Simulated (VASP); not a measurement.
Y2N, 6 atoms in the cell. The structure is cubic, space group Pn-3m (No. 224). Conventional cell: a = 5.261 Å, b = 5.261 Å, c = 5.261 Å, α = 90.00°, β = 90.00°, γ = 90.00°. Y (site symmetry -3m) has 2 N at 2.28 Å within 3.0 Å. N (site symmetry -43m) has 4 Y at 2.28 Å within 3.0 Å. 

| Property | Result |
| --- | --- |
| Program | VASP 6.6.1 |
| Task | relaxation of cell and atoms |
| Functional | PBE |
| Potentials or basis | VASP PAW PBE potentials, release 64 (Y_sv, N) |
| Cutoff | 600 eV |
| k mesh | 8 × 8 × 8 |
| Occupations | gaussian, width 0.1 eV |
| Spin | no spin polarisation |
| Dipole correction | no |
| Further INCAR settings | ALGO = Normal; EDIFF = 1e-06; IBRION = 2; EDIFFG = -0.01; NSW = 100; ISIF = 3 |

Potentials or basis: VASP PAW PBE potentials, release 64 (Y_sv, N).

The run is started by

```sh
$ cat potpaw_PBE.64/Y_sv/POTCAR potpaw_PBE.64/N/POTCAR > POTCAR
$ mpirun -np 1 vasp_std > vasp.out
```

Hardware: 1 thread of AMD EPYC 7R13 (shared host).

Problem. How long does it take, and how much memory?

Solution. Wall time 8.6 min on 1 thread of AMD EPYC 7R13, on a shared host, peak memory 0.38 GiB. Counts: scf iterations 30, k points 35, ion steps 3.
